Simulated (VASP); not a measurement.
Here is a VASP 6.6.1 calculation.

INCAR

```
SYSTEM = HfO2
  ALGO = Normal
  EDIFF = 1E-6
  ENCUT = 520
  GGA = PE
  ISIF = 2
  ISMEAR = 0
  LASPH = .TRUE.
  LCHARG = .TRUE.
  LELF = .TRUE.
  LREAL = .FALSE.
  LVHAR = .TRUE.
  LWAVE = .FALSE.
  NBANDS = 31
  NELM = 60
  PREC = Accurate
  SIGMA = 0.02
```

The input KPOINTS:

```
k-points
0
G
  6 6 4
  0 0 0
```

File POSCAR:

```
HfO2
1.0
    3.6290519737      0.0000000000      0.0000000000
    0.0000000000      3.6290519737      0.0000000000
    0.0000000000      0.0000000000      5.3481925134
Hf O
2 4
Direct
    0.5000000000      0.5000000000      0.5000000000
    0.0000000000      0.0000000000      0.0000000000
    0.0000000000      0.5000000000      0.6866543392
    0.5000000000      0.0000000000      0.8133456608
    0.5000000000      0.0000000000      0.3133456608
    0.0000000000      0.5000000000      0.1866543392
```

Potentials or basis: VASP PAW PBE potentials, release 64 (Hf_pv, O).

Launch:

```bash
$ cat potpaw_PBE.64/Hf_pv/POTCAR potpaw_PBE.64/O/POTCAR > POTCAR
$ mpirun -np 1 vasp_std > vasp.out
```

(1) What does it give for the pressure?

(2) Predict the band gap on the k mesh.

(3) Predict the largest force.

Results:

(1) -7.4 GPa.

(2) 4.65 eV, indirect (least direct gap 4.71 eV).

(3) 0.057 eV/Å.

Caveat: spin-orbit coupling is left out, which moves the levels of the heavy elements.
